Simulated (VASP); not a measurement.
Set up this calculation in VASP 6.6.1, as the native input.

```
Task                   : single point
Functional             : PBEsol
Potentials or basis    : VASP PAW PBE potentials, release 64 (I)
Cutoff                 : 520 eV
k mesh                 : 15 × 15 × 15
Occupations            : fermi-dirac, width 0.1 eV
Spin                   : no spin polarisation
Dipole correction      : no
Further INCAR settings : ALGO = Normal; EDIFF = 1e-06; NBANDS = 14
```

The structure of I lies in POSCAR:

```
I
1.0
   -2.7132487002      2.7132487002      1.4109363039
    2.7132487002     -2.7132487002      1.4109363039
    2.7132487002      2.7132487002     -1.4109363039
I
2
Direct
   -0.3750000000     -0.1250000000     -0.2500000000
    0.3750000000      0.1250000000      0.2500000000
```

One way to write it, as run:

INCAR

```
SYSTEM = I
PREC     = Accurate       ! precision mode
ENCUT    = 520            ! plane-wave cutoff, eV
EDIFF    = 1E-6           ! SCF threshold, eV
ISMEAR   = -1             ! smearing method
SIGMA    = 0.1            ! smearing width, eV
LREAL    = .False.        ! projectors in reciprocal space
LASPH    = .True.         ! aspherical terms in the spheres
NELM     = 80             ! most SCF steps
ALGO     = Normal         ! electronic algorithm
ISIF     = 2              ! what is computed and relaxed
LWAVE    = .False.        ! write WAVECAR
LCHARG   = .False.        ! write CHGCAR
GGA      = PS             ! functional
NBANDS   = 14             ! bands
```

KPOINTS

```
regular mesh
0
Gamma
  15 15 15
  0 0 0
```

Potentials or basis: VASP PAW PBE potentials, release 64 (I).

The run is started by

```console
$ cat potpaw_PBE.64/I/POTCAR > POTCAR
$ mpirun -np 1 vasp_std > vasp.out
```

Results of the run:

The pressure is 62.2 GPa. The band gap on the k mesh is zero (bands 7 and 8 overlap by 5.84 eV).

Caveat: the cell stands under pressure; the PAW data sets were made with another functional, which shifts forces and pressure a little; spin-orbit coupling is left out, which moves the levels of the heavy elements.

It took 60 s on 1 thread of Intel(R) Xeon(R) 6975P-C (Granite Rapids), with other jobs on the host, peak memory 0.27 GiB.
